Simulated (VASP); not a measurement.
A run of VASP 6.6.1 is set up as follows.

INCAR

```
SYSTEM = BaO
PREC = Accurate
ENCUT = 1340
EDIFF = 1E-6
ISMEAR = -1
SIGMA = 0.03
LREAL = .FALSE.
LASPH = .TRUE.
NELM = 120
ALGO = Normal
ISIF = 2
LWAVE = .FALSE.
LCHARG = .FALSE.
GGA = PS
NBANDS = 15
GGA_COMPAT = .FALSE.
```

Contents of KPOINTS:

```
regular mesh
0
G
  9 9 9
  0 0 0
```

File POSCAR:

```
BaO
1.0
    0.0000000000      2.7500000000      2.7500000000
    2.7500000000      0.0000000000      2.7500000000
    2.7500000000      2.7500000000      0.0000000000
Ba O
1 1
Direct
    0.0000000000      0.0000000000      0.0000000000
    0.5000000000      0.5000000000      0.5000000000
```

Potentials or basis: VASP PAW PBE potentials, release 64 (Ba_sv, O_h).

Launch:

```sh
$ cat potpaw_PBE.64/Ba_sv/POTCAR potpaw_PBE.64/O_h/POTCAR > POTCAR
$ mpirun -np 1 vasp_std > vasp.out
```

(1) What does it give for the band gap on the k mesh?

(2) What does it give for the pressure?

## Answers

(1) 1.88 eV (least direct gap 2.00 eV).

(2) 1.4 GPa.

Caveat: the PAW data sets were made with another functional, which shifts forces and pressure a little; spin-orbit coupling is left out, which moves the levels of the heavy elements; an odd mesh through Γ misses points on the zone boundary, where band edges can lie.
